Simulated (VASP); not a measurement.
TePb: single point with RPBE

Crystal: TePb.

```
Te Pb
1.0
     0.00000    3.26947    3.26947
     3.26947    0.00000    3.26947
     3.26947    3.26947    0.00000
Te Pb
1 1
Direct
  0.50000 0.50000 0.50000
  0.00000 0.00000 0.00000
```

```
Program                : VASP 6.6.1
Task                   : single point
Functional             : RPBE
Potentials or basis    : VASP PAW PBE potentials, release 64 (Te, Pb_d)
Cutoff                 : 520 eV
k mesh                 : 10 × 10 × 10
Occupations            : fermi-dirac, width 0.03 eV
Spin                   : no spin polarisation
Dipole correction      : no
Further INCAR settings : ALGO = Normal; EDIFF = 1e-06; NBANDS = 17
```

```yaml
Pressure: 1.9 GPa
Band_gap_on_the_k_mesh: 0.87 eV
```

Levels at points of the mesh, in eV from the valence-band top:
| k point | band 7 | band 8 | band 9 | band 10 | band 11 | band 12 | band 13 | band 14 |
| --- | --- | --- | --- | --- | --- | --- | --- | --- |
| (0.00, 0.00, 0.00) | -5.65 | -1.22 | -1.22 | -1.22 | 4.08 | 4.08 | 4.08 | 5.90 |
| (0.50, 0.00, 0.00) | -8.38 | -0.79 | -0.79 | 0.00 | 0.87 | 1.39 | 1.39 | 8.45 |
| (0.50, 0.50, 0.00) | -7.21 | -4.20 | -2.59 | -2.59 | 3.51 | 5.38 | 5.38 | 6.55 |

Run time: 23 s on 1 thread of Intel(R) Xeon(R) 6975P-C (Granite Rapids) (shared host), peak memory 0.23 GiB.

Caveat: the PAW data sets were made with another functional, which shifts forces and pressure a little; spin-orbit coupling is left out, which moves the levels of the heavy elements. A k mesh can miss the band edges.
